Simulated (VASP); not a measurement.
Input of a VASP 6.6.1 run:

The input INCAR:

```
PREC = Accurate
ENCUT = 520
EDIFF = 1E-7
ISMEAR = 0
SIGMA = 0.1
LREAL = False
LASPH = True
NELM = 100
ALGO = Normal
ISIF = 2
LWAVE = False
LCHARG = False
GGA = PE
NBANDS = 34
```

KPOINTS

```
regular mesh
0
Gamma
  10 10 10
```

Contents of POSCAR:

```
TeRu3C
1.0
    4.1376249031      0.0000000000      0.0000000000
    0.0000000000      4.1376249031      0.0000000000
    0.0000000000      0.0000000000      4.1376249031
Te Ru C
1 3 1
Direct
    0.5000000000      0.5000000000      0.5000000000
    0.5000000000      0.0000000000      0.0000000000
    0.0000000000      0.5000000000      0.0000000000
    0.0000000000      0.0000000000      0.5000000000
    0.0000000000      0.0000000000      0.0000000000
```

Potentials or basis: VASP PAW PBE potentials, release 64 (Te, Ru_pv, C).

Launch:

```bash
$ cat potpaw_PBE.64/Te/POTCAR potpaw_PBE.64/Ru_pv/POTCAR potpaw_PBE.64/C/POTCAR > POTCAR
$ mpirun -np 1 vasp_std > vasp.out
```

Task: Estimate the band gap on the k mesh.

Result: Zero (band 26 reaches 12.08 eV, above the bottom of band 27 at 10.92 eV).

Task: Estimate the pressure.

Result: -0.1 GPa.

Caveat: spin-orbit coupling is left out, which moves the levels of the heavy elements.
